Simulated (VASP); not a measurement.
Runs of VASP 6.6.1 on GaSb. The structure is that of space group F-43m (No. 216), or close to it. The cells are those of the table. 

| level | cell | cutoff (eV) | gap on the mesh (eV) | pressure (GPa) |
| --- | --- | --- | --- | --- |
| PBE | a = 4.326, b = 4.326, c = 4.206 Å, angles 60.9, 60.9, 58.2°, 2 atoms | 500 | 0.10 | 4.0 |
| r2SCAN | a = 4.326, b = 4.326, c = 4.206 Å, angles 60.9, 60.9, 58.2°, 2 atoms | 550 | 0.52 | 2.1 |
| r2SCAN | a = 4.336 Å, angles 60.0°, 2 atoms | 550 | (b) | 0.0 |
| r2SCAN | a = 4.329, b = 4.329, c = 4.249 Å, angles 60.6, 60.6, 58.8°, 2 atoms | 550 | 0.49 | 1.3 |
| PBE | a = 4.339, b = 4.339, c = 4.379 Å, angles 59.7, 59.7, 60.6°, 2 atoms | 500 | 0.10 | (a) |

Alike in all rows: task single point; potentials or basis VASP PAW PBE potentials, release 64 (Ga_d, Sb_d_GW); no spin polarisation; k mesh 8 × 8 × 8; smearing fermi-dirac 0.02 eV.

Question: Estimate the missing entries.

Answer: (a) 1.4; (b) 0.40.

Caveats: semilocal functionals underestimate gaps, and a narrow one can read as zero; spin-orbit coupling is left out, which moves the levels of the heavy elements; the PAW data sets were made with another functional, which shifts forces and pressure a little (at least some runs); the cell stands under pressure (at least some runs).

A k mesh can miss the band edges, and the runs leave out spin-orbit coupling on Ga, Sb.
